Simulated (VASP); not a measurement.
# Si5C4 in VASP: single point with PBE

Aim: the single point of Si5C4 with PBE.

All numbers are computed with VASP 6.6.1; they aren't measurements. Logs are shortened: lines on timing, memory, paths and dates and some standing lists are left out, and cuts for length are marked.

## Step 1: The cell of the first run

The cell holds a slab with vacuum, 9 atoms: a = 3.092 Å, b = 3.092 Å, c = 23.734 Å, α = 90.00°, β = 90.00°, γ = 120.00°.

## Step 2: Single point, PBE, collinear spin

INCAR reads:

```
SYSTEM = Si5C4
PREC     = Accurate       ! precision mode
ENCUT    = 520            ! plane-wave cutoff, eV
EDIFF    = 1E-6           ! SCF threshold, eV
ISMEAR   = 0              ! smearing method
SIGMA    = 0.05           ! smearing width, eV
LREAL    = .FALSE.        ! projectors in reciprocal space
LASPH    = .TRUE.         ! aspherical terms in the spheres
NELM     = 150            ! most SCF steps
ALGO     = Normal         ! electronic algorithm
ISIF     = 2              ! what is computed and relaxed
LWAVE    = .FALSE.        ! write WAVECAR
LCHARG   = .FALSE.        ! write CHGCAR
ISPIN    = 2              ! spin polarisation
MAGMOM   = 0 0 0 0 0 0 0 0 2 ! initial moments
LORBIT   = 11             ! projections on sites
LDIPOL   = .TRUE.       
IDIPOL   = 3            
DIPOL    = 0.5 0.5 0.373
GGA      = PE             ! functional
NBANDS   = 32             ! bands
```

KPOINTS reads:

```
Automatic mesh
0
G
  9 9 1
  0 0 0
```

POSCAR reads:

```
Si5C4
1.0
    3.0920147376      0.0000000000      0.0000000000
   -1.5460073688      2.6777633116      0.0000000000
    0.0000000000      0.0000000000     23.7337369325
C Si
4 5
Direct
    0.3333333333      0.6666666667      0.1685364598
    0.6666666667      0.3333333333      0.2754269373
    0.3333333333      0.6666666667      0.3835939576
    0.6666666667      0.3333333333      0.4915758428
    0.6666666667      0.3333333333      0.1950726408
    0.3333333333      0.6666666667      0.3019631184
    0.6666666667      0.3333333333      0.4085742396
    0.3333333333      0.6666666667      0.5154576781
    0.3333333333      1.0000000000      0.6137519052
```

Potentials or basis: VASP PAW PBE potentials, release 64 (C, Si).

The run is started by

```sh
$ cat potpaw_PBE.64/C/POTCAR potpaw_PBE.64/Si/POTCAR > POTCAR
$ mpirun -np 1 vasp_std > vasp.out
```

OUTCAR:

```text
SYSTEM = Si5C4
   PREC = Accurate
   ENCUT = 520
   EDIFF = 1E-6
   ISMEAR = 0
   LREAL = .FALSE.
   LASPH = .TRUE.
   NELM = 150
   ISIF = 2
   ISPIN = 2
   LORBIT = 11
   GGA = PE

 ion  position               nearest neighbor table
   1  0.333  0.667  0.169-   5 1.89   5 1.89   5 1.89
   2  0.667  0.333  0.275-   6 1.89   6 1.89   6 1.89   5 1.91
   3  0.333  0.667  0.384-   7 1.88   7 1.88   7 1.88   6 1.94
   4  0.667  0.333  0.492-   8 1.87   8 1.87   8 1.87   7 1.97
   5  0.667  0.333  0.195-   1 1.89   1 1.89   1 1.89   2 1.91   6 3.10   6 3.10   6 3.10
   6  0.333  0.667  0.302-   2 1.89   2 1.89   2 1.89   3 1.94   7 3.10   7 3.10   7 3.10   5 3.10
                             5 3.10   5 3.10
   7  0.667  0.333  0.409-   3 1.88   3 1.88   3 1.88   4 1.97   6 3.10   6 3.10   6 3.10   8 3.10
                             8 3.10   8 3.10
   8  0.333  0.667  0.515-   4 1.87   4 1.87   4 1.87   9 2.55   7 3.10   7 3.10   7 3.10   9 3.11

   9  0.333  0.000  0.614-   8 2.55   8 3.11

  LATTYP: Found a hexagonal cell.
 ALAT       =     3.0920147376
 C/A-ratio  =     7.6758162385

  Lattice vectors:

 A1 = (   3.0920147376,   0.0000000000,   0.0000000000)
 A2 = (  -1.5460073688,   2.6777633116,   0.0000000000)
 A3 = (   0.0000000000,   0.0000000000,  23.7337369325)

Analysis of symmetry for initial positions (statically):
=====================================================================
 Subroutine PRICEL returns:
 Original cell was already a primitive cell.

 Routine SETGRP: Setting up the symmetry group for a
 hexagonal supercell.

 Subroutine GETGRP returns: Found  1 space group operations
 (whereof  1 operations were pure point group operations)
 out of a pool of 24 trial point group operations.

The static configuration has the point symmetry C_1 .

Analysis of symmetry for dynamics (positions and initial velocities):
=====================================================================
 Subroutine PRICEL returns:
 Original cell was already a primitive cell.

 Routine SETGRP: Setting up the symmetry group for a
 hexagonal supercell.

 Subroutine GETGRP returns: Found  1 space group operations
 (whereof  1 operations were pure point group operations)
 out of a pool of 24 trial point group operations.

The dynamic configuration has the point symmetry C_1 .

Analysis of structural, dynamic, and magnetic symmetry:
=====================================================================
 Subroutine PRICEL returns:
 Original cell was already a primitive cell.

 Routine SETGRP: Setting up the symmetry group for a
 hexagonal supercell.

 Subroutine GETGRP returns: Found  1 space group operations
[... 176 lines left out ...]
 Fermi energy:         1.5392429495

 spin component 1

 k-point     1 :       0.0000    0.0000    0.0000
  band No.  band energies     occupation
      1     -14.3989      1.00000
      2     -13.5399      1.00000
      3     -12.4610      1.00000
      4     -10.9266      1.00000
      5      -8.3198      1.00000
      6      -6.3911      1.00000
[... 781 lines left out ...]
     29       8.8010      0.00000
     30       9.3307      0.00000

 [... further k-points ...]

 spin component 2

 k-point     1 :       0.0000    0.0000    0.0000
  band No.  band energies     occupation
      1     -14.3990      1.00000
      2     -13.5400      1.00000
      3     -12.4611      1.00000
      4     -10.9267      1.00000
      5      -8.3202      1.00000
      6      -6.3914      1.00000
[... 781 lines left out ...]
     29       8.7942      0.00000
     30       9.3215      0.00000

 [... further k-points ...]

 [bands above 30 left out]

------------------------ aborting loop because EDIFF is reached ----------------------------------------

 vacuum level on the upper side and lower side of the slab       (xc-potential included)        -0.712         0.719

  FORCE on cell =-STRESS in cart. coord.  units (eV):
  Direction    XX          YY          ZZ          XY          YZ          ZX
  --------------------------------------------------------------------------------------
  -------------------------------------------------------------------------------------
  Total       -2.3272333     -2.0961699     -1.2391117      0.6454502     -1.2211299      0.1842098
  in kB      -18.9745132    -17.0905956    -10.1027863      5.2625162     -9.9561761      1.5019082
  external PRESSURE =     -15.3892984 kB  Pullay stress =       0.0000000 kB

 VOLUME and BASIS-vectors are now :
 -----------------------------------------------------------------------------
  energy-cutoff  :      520.00
  volume of cell :      196.51
      direct lattice vectors                 reciprocal lattice vectors
     3.092014738  0.000000000  0.000000000     0.323413724  0.186723000  0.000000000
    -1.546007369  2.677763312  0.000000000     0.000000000  0.373446001  0.000000000
     0.000000000  0.000000000 23.733736933     0.000000000  0.000000000  0.042134115

 POSITION                                       TOTAL-FORCE (eV/Angst)
 -----------------------------------------------------------------------------------
     -0.00000      1.78518      4.00000        -0.006088     -0.006810      2.340794
      1.54601      0.89259      6.53691         0.007635     -0.010610      0.862225
     -0.00000      1.78518      9.10412         0.006824      0.029980     -0.369632
      1.54601      0.89259     11.66693         0.104776      0.126188     -1.312090
      1.54601      0.89259      4.62980         0.006801     -0.000309     -2.724285
     -0.00000      1.78518      7.16671         0.001006      0.010014     -0.333961
      1.54601      0.89259      9.69699         0.009257      0.029579      0.499895
     -0.00000      1.78518     12.23374        -0.275587      0.271711      1.055308
      1.03067      0.00000     14.56663         0.145377     -0.449742     -0.018253
 -----------------------------------------------------------------------------------
    total drift:                                0.000014     -0.000032     -0.001119

  FREE ENERGIE OF THE ION-ELECTRON SYSTEM (eV)
  ---------------------------------------------------
  free  energy   TOTEN  =       -61.2498192141 eV

  energy  without entropy=      -61.2371192292  energy(sigma->0) =      -61.24346922

 vacuum level on the upper side and lower side of the slab         6.588         8.059

 total charge

# of ion       s       p       d       tot
------------------------------------------
    1        0.874   1.514   0.000   2.388
    2        0.846   1.681   0.000   2.527
    3        0.839   1.694   0.000   2.532
    4        0.846   1.675   0.000   2.521
    5        0.707   0.952   0.000   1.660
    6        0.705   0.945   0.000   1.650
    7        0.711   0.947   0.000   1.658
    8        0.719   0.935   0.000   1.654
    9        0.889   0.609   0.000   1.499
--------------------------------------------------
tot          7.136  10.953   0.000  18.089

 magnetization (x)

# of ion       s       p       d       tot
------------------------------------------
    1       -0.000  -0.000   0.000  -0.000
    2       -0.000  -0.000   0.000  -0.000
    3       -0.000  -0.000   0.000  -0.000
    4       -0.000  -0.000   0.000  -0.000
    5       -0.000  -0.000   0.000  -0.000
    6       -0.000  -0.000   0.000  -0.000
    7       -0.000  -0.000   0.000  -0.000
    8       -0.000  -0.000   0.000  -0.000
    9       -0.000  -0.000   0.000  -0.000
--------------------------------------------------
tot         -0.000  -0.001   0.000  -0.001
```

stdout:

```text
POSCAR found type information on POSCAR C Si
 POSCAR found :  2 types and       9 ions
 scaLAPACK will be used
 LDA part: xc-table for (Slater+PW92), standard interpolation
 POSCAR, INCAR and KPOINTS ok, starting setup
 FFT: planning ... GRIDC
 FFT: planning ... GRID_SOFT
 FFT: planning ... GRID
 WAVECAR not read
 entering main loop
```

Wall time 22 min (1 thread of Intel Xeon 8259CL, shared host); peak memory 0.6 GiB.

Results:

```yaml
Free_energy: -61.2498 eV
Largest_force: 2.724 eV/Å
Band_gap_on_the_k_mesh: zero (filled and empty bands overlap)
Net_moment: 0.00 μB per cell
Valence_electrons_inside_the_program's_atomic_spheres: C 2.39, 2.53, 2.52 (each value once); Si 1.66, 1.65, 1.50 (each value once)
```

Forces on the atoms (eV/Å):
```
C   -0.006 -0.007  2.341
C    0.008 -0.011  0.862
C    0.007  0.030 -0.370
C    0.105  0.126 -1.312
Si   0.007  0.000 -2.724
Si   0.001  0.010 -0.334
Si   0.009  0.030  0.500
Si  -0.276  0.272  1.055
Si   0.145 -0.450 -0.018
```
